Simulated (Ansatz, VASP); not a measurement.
**TePb: VASP beside Ansatz**

The input INCAR:

```
ALGO = Normal
EDIFF = 1E-6
ENCUT = 500
GGA_COMPAT = F
ISIF = 2
ISMEAR = 0
LASPH = T
LCHARG = F
LREAL = F
LWAVE = F
NBANDS = 17
NELM = 120
PREC = Accurate
SIGMA = 0.1
```

File KPOINTS:

```
k-points
0
Gamma
  6 6 6
```

File POSCAR:

```
TePb
1.0
    0.0000000000      3.2200000000      3.2200000000
    3.2200000000      0.0000000000      3.2200000000
    3.2200000000      3.2200000000      0.0000000000
Pb Te
1 1
Direct
    0.0000000000      0.0000000000      0.0000000000
    0.5000000000      0.5000000000      0.5000000000
```

Input for Ansatz:

```yaml
crystal:
  lattice:
    - [0.0, 3.22, 3.22]
    - [3.22, 0.0, 3.22]
    - [3.22, 3.22, 0.0]
  atoms:
    - { symbol: Pb, position: [0.0, 0.0, 0.0] }
    - { symbol: Te, position: [0.5, 0.5, 0.5] }
basis:
  ecutwfc: 420
kpoints:
  mp_grid: { grid: [6, 6, 6] }
hamiltonian:
  xc: lda
  pseudopotentials: { kind: paw, azcp: { folder: soft_1 } }
scf:
  occupations: { method: gaussian, width: 0.1 }
output:
  forces: true
  stress: true
  eigenvalues: true
```

Alike in both runs: task single point; functional LDA; k mesh 6 × 6 × 6; occupations gaussian, width 0.1 eV; no spin polarisation.

|  | VASP | Ansatz |
| --- | --- | --- |
| version | VASP 6.6.1 | Ansatz 0.2.0 |
| potentials or method | VASP PAW LDA potentials, release 64 (Pb_d, Te), cutoff 500 eV | scalar-relativistic, plane waves, PAW |
| valence electrons in the cell | 20 | 30 |

|  | VASP | Ansatz | Ansatz less VASP |
| --- | --- | --- | --- |
| gap on the k mesh at the Fermi level (eV) | 0.61 | 0.64 | +0.021 |
| least direct gap on the mesh (eV) | 0.61 | 0.64 | +0.021 |
| pressure (GPa) | -1.2 | -1.3 | -0.06 |

Ansatz warns that its potentials were made for another functional, while VASP's fit it. LDA's correlation is that of Perdew and Zunger in VASP and of Perdew and Wang (1992) in Ansatz. VASP's potentials hold 20 valence electrons a cell and Ansatz's 30, so a difference there can come from the potentials and not from the codes.

Spin-orbit coupling is off throughout.
